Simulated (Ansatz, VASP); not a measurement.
## One calculation of NaI, two programs

```
CELL_PARAMETERS angstrom
0.00000 3.22090 3.22090
3.22090 0.00000 3.22090
3.22090 3.22090 0.00000
ATOMIC_POSITIONS crystal
Na 0.00000 0.00000 0.00000
I 0.50000 0.50000 0.50000
```

Alike in both runs: task single point; functional PBEsol; k mesh 4 × 4 × 4; no spin polarisation.

|  | VASP | Ansatz |
| --- | --- | --- |
| version | VASP 6.6.1 | Ansatz 0.2.0 |
| potentials or method | VASP PAW PBE potentials, release 64 (Na_pv, I), cutoff 520 eV | plane waves, PAW |
| occupations | gaussian, width 0.01 eV | fixed |
| valence electrons in the cell | 14 | 26 |

|  | VASP | Ansatz | Ansatz less VASP |
| --- | --- | --- | --- |
| pressure (GPa) | -0.2 | -0.2 | -0.04 |

VASP's potentials were made for PBE, not for PBEsol. VASP's potentials hold 14 valence electrons a cell and Ansatz's 26, so a difference there can come from the potentials and not from the codes.

The k mesh is coarse, so the values compare programs but aren't converged. Spin-orbit coupling is off throughout.
